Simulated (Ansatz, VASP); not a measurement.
## TaN: VASP beside Ansatz

```
Ta N
1.0
     5.12578    0.00000    0.00000
    -2.56289    4.43905    0.00000
     0.00000    0.00000    2.87166
Ta N
3 3
Direct
  0.33333 0.66667 0.50000
  0.66667 0.33333 0.50000
  0.00000 0.00000 0.00000
  0.39285 0.00000 0.00000
  0.60715 0.60715 0.00000
  0.00000 0.39285 0.00000
```

Change from the starting cell: volume scaled by 0.96.

Alike in both runs: task single point; functional PBEsol; k mesh 6 × 6 × 9; occupations fermi-dirac, width 0.01 eV; no spin polarisation.

|  | VASP | Ansatz |
| --- | --- | --- |
| version | VASP 6.6.1 | Ansatz 0.2.0 |
| potentials or method | VASP PAW PBE potentials, release 64 (Ta_pv, N), cutoff 520 eV | all-electron LAPW, scalar-relativistic |

```csv
,VASP,Ansatz,Ansatz less VASP
pressure (GPa),11.5,10.3,-1.21
"traceless stress, the component that is largest in VASP (GPa)",-0.44,-0.22,+0.225
rms of the force components (eV/Å),0.089,0.076,-0.0122
```

VASP's potentials were made for PBE, not for PBEsol. Atom by atom the forces differ by 0.012 eV/Å (rms over components). Ansatz ran all-electron here, and VASP with PAW potentials.

Spin-orbit coupling is off throughout.
